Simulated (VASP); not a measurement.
# In: single point with RPBE

The system is In.

```
In
1.0
     5.67533    0.00000    0.00000
    -2.83766    4.91498    0.00000
     0.00000    0.00000    3.52608
In
3
Direct
  0.00000 0.00000 0.00000
  0.33333 0.66667 0.50000
  0.66667 0.33333 0.50000
```

This cell differs from its parent crystal: volume scaled by 1.12.

* Program: VASP 6.6.1
* Task: single point
* Functional: RPBE
* Potentials or basis: VASP PAW PBE potentials, release 64 (In_d)
* Cutoff: 520 eV
* k mesh: 8 × 8 × 11
* Occupations: fermi-dirac, width 0.1 eV
* Spin: no spin polarisation
* Dipole correction: no
* Further INCAR settings: ALGO = Normal; EDIFF = 1e-07; NBANDS = 26

| Quantity | Value |
| --- | --- |
| Pressure | -2.3 GPa |

Stress tensor (GPa, compression positive):
```
-2.21  0.00  0.00
 0.00 -2.21  0.00
 0.00  0.00 -2.42
```

Levels at points of the mesh, in eV from the Fermi level:
```csv
k point,band 17,band 18,band 19,band 20,band 21,band 22
"(0.00, 0.00, 0.00)",-3.04,-2.80,-0.69,-0.69,-0.53,-0.53
"(0.50, 0.00, 0.00)",-6.56,-3.88,-2.41,2.79,2.94,4.16
```

It took 110 s on 1 thread of Intel(R) Xeon(R) Platinum 8488C (Sapphire Rapids), on a shared host, peak memory 0.27 GiB.

Caveat: the PAW data sets were made with another functional, which shifts forces and pressure a little; spin-orbit coupling is left out, which moves the levels of the heavy elements.
